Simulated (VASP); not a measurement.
# ZnS (rocksalt type) (Fm-3m) in VASP: notebook

Runs on ZnS (rocksalt type). Level: PBE. Tasks: single point, relaxation of cell and atoms.

All numbers are computed with VASP 6.6.1; they aren't measurements. Logs are shortened: lines on timing, memory, paths and dates and some standing lists are left out, and cuts for length are marked.

**1. The cell of the first run**

It takes space group Fm-3m (No. 225, cubic). Conventional cell: a = 4.532 Å, b = 4.532 Å, c = 4.532 Å, α = 90.00°, β = 90.00°, γ = 90.00°. Within 3.0 Å of Zn (site symmetry m-3m) lie 6 S at 2.27 Å. S (site symmetry m-3m) has 6 Zn at 2.27 Å within 3.0 Å.

**2. Single point, PBE**

File INCAR:

```
PREC = Accurate ; ENCUT = 520
EDIFF = 1E-6 ; ISMEAR = -1
SIGMA = 0.08 ; LREAL = False
LASPH = True ; NELM = 60
ALGO = Normal ; ISIF = 2
LWAVE = False ; LCHARG = False
GGA = PE ; NBANDS = 16
```

File KPOINTS:

```
regular mesh
0
Gamma
  16 16 16
```

File POSCAR:

```
ZnS
1.0
    0.0000000000      2.2661792291      2.2661792291
    2.2661792291      0.0000000000      2.2661792291
    2.2661792291      2.2661792291      0.0000000000
Zn S
1 1
Direct
    0.0000000000      0.0000000000      0.0000000000
    0.5000000000      0.5000000000      0.5000000000
```

Potentials or basis: VASP PAW PBE potentials, release 64 (Zn, S).

Launch:

```bash
> cat potpaw_PBE.64/Zn/POTCAR potpaw_PBE.64/S/POTCAR > POTCAR
> mpirun -np 1 vasp_std > vasp.out
```

OUTCAR:

```text
PREC = Accurate
   ENCUT = 520
   EDIFF = 1E-6
   ISMEAR = -1
   LREAL = False
   LASPH = True
   NELM = 60
   ISIF = 2
   GGA = PE

 ion  position               nearest neighbor table
   1  0.000  0.000  0.000-   2 2.27   2 2.27   2 2.27   2 2.27   2 2.27   2 2.27
   2  0.500  0.500  0.500-   1 2.27   1 2.27   1 2.27   1 2.27   1 2.27   1 2.27

  LATTYP: Found a face centered cubic cell.
 ALAT       =     4.5323584582

  Lattice vectors:

 A1 = (   0.0000000000,   2.2661792291,   2.2661792291)
 A2 = (   2.2661792291,   0.0000000000,   2.2661792291)
 A3 = (   2.2661792291,   2.2661792291,   0.0000000000)

Analysis of symmetry for initial positions (statically):
=====================================================================
 Subroutine PRICEL returns:
 Original cell was already a primitive cell.

 Routine SETGRP: Setting up the symmetry group for a
 face centered cubic supercell.

 Subroutine GETGRP returns: Found 48 space group operations
 (whereof 48 operations were pure point group operations)
 out of a pool of 48 trial point group operations.

The static configuration has the point symmetry O_h .

Analysis of symmetry for dynamics (positions and initial velocities):
=====================================================================
 Subroutine PRICEL returns:
 Original cell was already a primitive cell.

 Routine SETGRP: Setting up the symmetry group for a
 face centered cubic supercell.

 Subroutine GETGRP returns: Found 48 space group operations
 (whereof 48 operations were pure point group operations)
 out of a pool of 48 trial point group operations.

The dynamic configuration has the point symmetry O_h .

 Subroutine INISYM returns: Found 48 space group operations
 (whereof 48 operations are pure point group operations),
 and found     1 'primitive' translations

----------------------------------------------------------------------------------------

                                     Primitive cell

  volume of cell :      23.2762

  direct lattice vectors                    reciprocal lattice vectors
     0.000000000  2.266179229  2.266179229    -0.220635682  0.220635682  0.220635682
     2.266179229  0.000000000  2.266179229     0.220635682 -0.220635682  0.220635682
     2.266179229  2.266179229  0.000000000     0.220635682  0.220635682 -0.220635682

  length of vectors
     3.204861401  3.204861401  3.204861401     0.382152211  0.382152211  0.382152211

  position of ions in fractional coordinates (direct lattice)
     0.000000000  0.000000000  0.000000000
     0.500000000  0.500000000  0.500000000

  ion indices of the primitive-cell ions
   primitive index   ion index
                 1           1
                 2           2

----------------------------------------------------------------------------------------

 KPOINTS: regular mesh

Automatic generation of k-mesh.
 Grid dimensions read from file:
 generate k-points for:   16   16   16

 Generating k-lattice:

  Cartesian coordinates                     Fractional coordinates (reciprocal lattice)
    -0.013789730  0.013789730  0.013789730     0.062500000  0.000000000  0.000000000
     0.013789730 -0.013789730  0.013789730     0.000000000  0.062500000  0.000000000
     0.013789730  0.013789730 -0.013789730     0.000000000  0.000000000  0.062500000

  Length of vectors
     0.023884513  0.023884513  0.023884513

  Shift w.r.t. Gamma in fractional coordinates (k-lattice)
     0.000000000  0.000000000  0.000000000

 Subroutine IBZKPT returns following result:
 ===========================================

 Found    145 irreducible k-points:

 Following reciprocal coordinates:
            Coordinates               Weight
  0.000000  0.000000  0.000000      1.000000
  0.062500  0.000000  0.000000      8.000000
  0.125000  0.000000  0.000000      8.000000
  0.187500  0.000000  0.000000      8.000000
  0.250000  0.000000  0.000000      8.000000
  0.312500  0.000000  0.000000      8.000000
[... 16 lines left out ...]
 -0.125000  0.062500  0.000000     24.000000
 -0.062500  0.062500  0.000000     12.000000
 [... further k-points ...]
   k-points           NKPTS =    145   k-points in BZ     NKDIM =    145   number of bands    NBANDS=     16
   number of dos      NEDOS =    301   number of ions     NIONS =      2
   total plane-waves  NPLWV =  13824
   dimension x,y,z NGX =    24 NGY =   24 NGZ =   24
   dimension x,y,z NGXF=    48 NGYF=   48 NGZF=   48
   ions per type =               1   1
   NGX,Y,Z   is equivalent  to a cutoff of  12.45, 12.45, 12.45 a.u.
   NGXF,Y,Z  is equivalent  to a cutoff of  24.90, 24.90, 24.90 a.u.
 SYSTEM =  unknown system
   PREC   = accura    normal or accurate (medium, high low for compatibility)
   ISTART =      0    job   : 0-new  1-cont  2-samecut
   ICHARG =      2    charge: 1-file 2-atom 10-const
   ISPIN  =      1    spin polarized calculation?
   LNONCOLLINEAR =      F non collinear calculations
   LSORBIT =      F    spin-orbit coupling
   LASPH  =      T    aspherical Exc in radial PAW
   ENCUT  =  520.0 eV  38.22 Ry    6.18 a.u.   5.96  5.96  5.96*2*pi/ulx,y,z
   NELM   =     60;   NELMIN=  2; NELMDL= -5     # of ELM steps
   EDIFF  = 0.1E-05   stopping-criterion for ELM
   LREAL  =      F    real-space projection
   EDIFFG = 0.1E-04   stopping-criterion for IOM
   NSW    =      0    number of steps for IOM
   IBRION =     -1    ionic relax: 0-MD 1-quasi-New 2-CG
   NFREE  =      0    steps in history (QN), initial steepest desc. (CG)
   ISIF   =      2    stress and relaxation
   ISYM   =      2    0-nonsym 1-usesym 2-fastsym
   POTIM  = 0.5000    time-step for ionic-motion
   TEBEG  =    0.0;   TEEND  =   0.0 temperature during run
   PSTRESS=    0.0 pullay stress
   NELECT =      18.0000    total number of electrons
   NUPDOWN=      -1.0000    fix difference up-down
   EMIN   =  10.00;   EMAX   =-10.00  energy-range for DOS
   EFERMI =   0.00;   METHOD = LEGACY
   ISMEAR =    -1;   SIGMA  =   0.08  broadening in eV -4-tet -1-fermi 0-gaus
   EFERMI_NEDOS =   21; number of points for ismear=-14 and -15
   IALGO  =     38    algorithm
   IMIX   =      4    mixing-type and parameters
     AMIX     =   0.40;   BMIX     =  1.00
     AMIX_MAG =   1.60;   BMIX_MAG =  1.00
  volume/ion in A,a.u.               =      11.64        78.54
  Fermi-wavevector in a.u.,A,eV,Ry     =   1.502662  2.839620 30.721876  2.257994
  Thomas-Fermi vector in A             =   2.613874
   LORBIT       =      0    0 simple, 1 ext, 2 COOP (PROOUT), +10 PAW based schemes
   GGA     = PE    functional components
   LHFCALC =     F    Hartree Fock is set to
   AEXX    =    0.0000 exact exchange contribution
   IVDW    =     0    specifies the selected vdW correction
   LEPSILON=     F    determine dielectric tensor
   LRPA    =     F    only Hartree local field effects (RPA)
 non-spin polarized calculation
  energy-cutoff  :      520.00
  volume of cell :       23.28
 maximum number of plane-waves:       639
   NGX = 11   NGY = 11   NGZ = 11

 number of electron      18.0000011 magnetization

 Free energy of the ion-electron system (eV)
  ---------------------------------------------------
  ext. energy  EPLUGINS =         0.00000000
  ---------------------------------------------------
  free energy    TOTEN  =        -4.66238415 eV

  energy without entropy =       -4.65705837  energy(sigma->0) =       -4.65972126

 E-fermi :   8.4583     XC(G=0): -12.6405

 val. band max:        8.4197956969   @ k =  -0.1875   0.1875   0.0000
 cond. band min:       8.5640349009   @ k =  -0.4375   0.5000   0.0625
 fundamental gap:      0.1442392040
 Fermi energy:         8.4583321471

 k-point     1 :       0.0000    0.0000    0.0000
  band No.  band energies     occupation
      1      -9.0121      2.00000
      2       0.6598      2.00000
      3       0.6598      2.00000
      4       0.6786      2.00000
      5       0.6786      2.00000
      6       0.6786      2.00000
[... 8 lines left out ...]
     15      21.1868      0.00000
     16      21.1868      0.00000

 k-point     2 :       0.0625    0.0000    0.0000
  band No.  band energies     occupation
      1      -8.9405      2.00000
      2       0.6304      2.00000
      3       0.6304      2.00000
      4       0.6597      2.00000
      5       0.6913      2.00000
      6       0.6913      2.00000
[... 8 lines left out ...]
     15      20.1231      0.00000
     16      21.3555      0.00000

 k-point     3 :       0.1250    0.0000    0.0000
  band No.  band energies     occupation
      1      -8.7277      2.00000
      2       0.5431      2.00000
      3       0.5431      2.00000
      4       0.5965      2.00000
      5       0.7335      2.00000
      6       0.7335      2.00000
[... 8 lines left out ...]
     15      19.0922      0.00000
     16      21.4925      0.00000

 k-point     4 :       0.1875    0.0000    0.0000
  band No.  band energies     occupation
      1      -8.3801      2.00000
      2       0.4167      2.00000
      3       0.4167      2.00000
      4       0.4641      2.00000
      5       0.7981      2.00000
      6       0.7981      2.00000
[... 8 lines left out ...]
     15      19.0074      0.00000
     16      21.1905      0.00000

 k-point     5 :       0.2500    0.0000    0.0000
  band No.  band energies     occupation
      1      -7.9107      2.00000
      2       0.2032      2.00000
      3       0.2743      2.00000
      4       0.2743      2.00000
      5       0.8759      2.00000
      6       0.8759      2.00000
[... 8 lines left out ...]
     15      19.6589      0.00000
     16      20.9946      0.00000

 k-point     6 :       0.3125    0.0000    0.0000
  band No.  band energies     occupation
      1      -7.3453      2.00000
      2      -0.2762      2.00000
      3       0.1383      2.00000
      4       0.1383      2.00000
      5       0.9551      2.00000
      6       0.9551      2.00000
[... 8 lines left out ...]
     15      20.6248      0.00000
     16      21.2646      0.00000

 k-point     7 :       0.3750    0.0000    0.0000
  band No.  band energies     occupation
      1      -6.7372      2.00000
      2      -0.9638      2.00000
      3       0.0276      2.00000
      4       0.0276      2.00000
      5       1.0236      2.00000
      6       1.0236      2.00000
[... 8 lines left out ...]
     15      21.7315      0.00000
     16      22.2221      0.00000

 k-point     8 :       0.4375    0.0000    0.0000
  band No.  band energies     occupation
      1      -6.2051      2.00000
      2      -1.6248      2.00000
      3      -0.0442      2.00000
      4      -0.0442      2.00000
      5       1.0700      2.00000
      6       1.0700      2.00000
[... 8 lines left out ...]
     15      22.7608      0.00000
     16      23.3843      0.00000

 k-point     9 :       0.5000    0.0000    0.0000
  band No.  band energies     occupation
      1      -5.9742      2.00000
      2      -1.9121      2.00000
      3      -0.0690      2.00000
      4      -0.0690      2.00000
      5       1.0865      2.00000
      6       1.0865      2.00000
[... 8 lines left out ...]
     15      23.2394      0.00000
     16      23.9713      0.00000
[... 172 lines left out ...]
 k-point    19 :      -0.3750    0.0625    0.0000
  band No.  band energies     occupation
      1      -6.5040      2.00000
      2      -1.1739      2.00000
      3      -0.0155      2.00000
      4       0.0373      2.00000
      5       1.0243      2.00000
      6       1.0635      2.00000
[... 8 lines left out ...]
     15      21.7602      0.00000
     16      23.9275      0.00000

 k-point    20 :      -0.3125    0.0625    0.0000
  band No.  band energies     occupation
      1      -7.0955      2.00000
      2      -0.5036      2.00000
      3       0.0665      2.00000
      4       0.1560      2.00000
      5       0.9562      2.00000
      6       1.0102      2.00000
[... 8 lines left out ...]
     15      21.2225      0.00000
     16      22.7385      0.00000

 k-point    21 :      -0.2500    0.0625    0.0000
  band No.  band energies     occupation
      1      -7.6767      2.00000
      2       0.0133      2.00000
      3       0.1821      2.00000
      4       0.3051      2.00000
      5       0.8784      2.00000
      6       0.9376      2.00000
[... 8 lines left out ...]
     15      21.0652      0.00000
     16      21.7115      0.00000

 k-point    22 :      -0.1875    0.0625    0.0000
  band No.  band energies     occupation
      1      -8.1776      2.00000
      2       0.3148      2.00000
      3       0.3164      2.00000
      4       0.4570      2.00000
      5       0.8029      2.00000
      6       0.8575      2.00000
[... 8 lines left out ...]
     15      20.4135      0.00000
     16      21.6976      0.00000

 k-point    23 :      -0.1250    0.0625    0.0000
  band No.  band energies     occupation
      1      -8.5649      2.00000
      2       0.4499      2.00000
      3       0.4915      2.00000
      4       0.5707      2.00000
      5       0.7414      2.00000
      6       0.7822      2.00000
[... 8 lines left out ...]
     15      19.9213      0.00000
     16      22.0235      0.00000

 k-point    24 :      -0.0625    0.0625    0.0000
  band No.  band energies     occupation
      1      -8.8221      2.00000
      2       0.5605      2.00000
      3       0.5966      2.00000
      4       0.6352      2.00000
      5       0.7033      2.00000
      6       0.7229      2.00000
[... 8 lines left out ...]
     15      20.0818      0.00000
     16      21.8986      0.00000

 [... further k-points ...]
[... 5 lines left out ...]
  --------------------------------------------------------------------------------------
  -------------------------------------------------------------------------------------
  Total        9.9924767      9.9924767      9.9924767     -0.0000000      0.0000000      0.0000000
  in kB      687.8139314    687.8139314    687.8139314     -0.0000000      0.0000000      0.0000000
  external PRESSURE =     687.8139314 kB  Pullay stress =       0.0000000 kB

 VOLUME and BASIS-vectors are now :
 -----------------------------------------------------------------------------
  energy-cutoff  :      520.00
  volume of cell :       23.28
      direct lattice vectors                 reciprocal lattice vectors
     0.000000000  2.266179229  2.266179229    -0.220635682  0.220635682  0.220635682
     2.266179229  0.000000000  2.266179229     0.220635682 -0.220635682  0.220635682
     2.266179229  2.266179229  0.000000000     0.220635682  0.220635682 -0.220635682

 POSITION                                       TOTAL-FORCE (eV/Angst)
 -----------------------------------------------------------------------------------
      0.00000      0.00000      0.00000        -0.000000     -0.000000      0.000000
      2.26618      2.26618      2.26618         0.000000      0.000000     -0.000000
 -----------------------------------------------------------------------------------
    total drift:                                0.000000     -0.000000     -0.000000

  FREE ENERGIE OF THE ION-ELECTRON SYSTEM (eV)
  ---------------------------------------------------
  free  energy   TOTEN  =        -4.6623841548 eV

  energy  without entropy=       -4.6570583702  energy(sigma->0) =       -4.65972126
```

It took 25 s on 1 thread of Intel Xeon 6975P-C, shared host; peak memory 0.18 GiB.

What came out:

```yaml
Free_energy: -4.6624 eV
Pressure: 68.8 GPa
Band_gap_on_the_k_mesh: zero (band 9 reaches 8.42 eV, above the bottom of band 10 at 7.93 eV)
```

**3. Single point, PBE**

File INCAR:

```
SYSTEM = ZnS
PREC = Accurate ; ENCUT = 520
EDIFF = 1E-7 ; ISMEAR = -1
SIGMA = 0.08 ; LREAL = .False.
LASPH = .True. ; NELM = 80
ALGO = Normal ; ISIF = 2
LWAVE = .False. ; LCHARG = .False.
GGA = PE ; NBANDS = 16
```

File KPOINTS:

```
regular mesh
0
Gamma
  16 16 16
  0 0 0
```

POSCAR is that of step 2.

Potentials or basis: VASP PAW PBE potentials, release 64 (Zn, S).

Launch:

```bash
> cat potpaw_PBE.64/Zn/POTCAR potpaw_PBE.64/S/POTCAR > POTCAR
> mpirun -np 1 vasp_std > vasp.out
```

Run time: 30 s. Hardware: 1 thread of Intel Xeon 6975P-C, shared host; peak memory 0.18 GiB.

It converged, with:

| Quantity | Value |
| --- | --- |
| Free energy | -4.6624 eV |
| Pressure | 68.8 GPa |
| Band gap on the k mesh | zero (band 9 reaches 8.42 eV, above the bottom of band 10 at 7.93 eV) |

Levels at points of the mesh, in eV from the Fermi level:
```
           k point  band 6  band 7  band 8  band 9  band 10  band 11  band 12  band 13
(0.00, 0.00, 0.00)   -7.78   -1.28   -1.28   -1.28     4.89     8.60     8.60     8.60
(0.50, 0.00, 0.00)   -7.37   -6.62   -0.13   -0.13     3.56     4.81     4.81    10.68
(0.50, 0.50, 0.00)   -7.26   -6.26   -4.36   -4.36    -0.53     4.18    15.31    15.69
```

(Part 1 of 2 ends here.)
